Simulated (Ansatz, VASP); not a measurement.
## AlNi3 in VASP and in Ansatz

```
Al Ni
1.0
     0.35515    3.02412    3.02412
     3.02412    0.35515    3.02412
     3.02412    3.02412    0.35515
Al Ni
1 3
Direct
  0.50000 0.50000 0.50000
  0.25000 0.25000 0.25000
  0.00000 0.00000 0.00000
  0.75000 0.75000 0.75000
```

Alike in both runs: task single point; functional PBE; k mesh 14 × 14 × 14; occupations gaussian, width 0.15 eV; no spin polarisation.

```csv
,VASP,Ansatz
version,VASP 6.6.1,Ansatz 0.2.0
potentials or method,"VASP PAW PBE potentials, release 64 (Al, Ni), cutoff 520 eV","scalar-relativistic, plane waves, PAW"
valence electrons in the cell,33,57
```

|  | VASP | Ansatz | Ansatz less VASP |
| --- | --- | --- | --- |
| gap on the k mesh at the Fermi level (eV) | none | none | - |
| pressure (GPa) | 5.7 | 5.7 | -0.03 |
| traceless stress, the component that is largest in VASP (GPa) | -11.16 | -11.26 | -0.103 |
| rms of the force components (eV/Å) | 0.057 | 0.061 | +0.0036 |

Atom by atom the forces differ by 0.004 eV/Å (rms over components). A gap of «none» marks a metal or a gap that the smearing closes. With one functional, cell and mesh, what is left measures potentials, basis and numerics. VASP's potentials hold 33 valence electrons a cell and Ansatz's 57, so a difference there can come from the potentials and not from the codes.
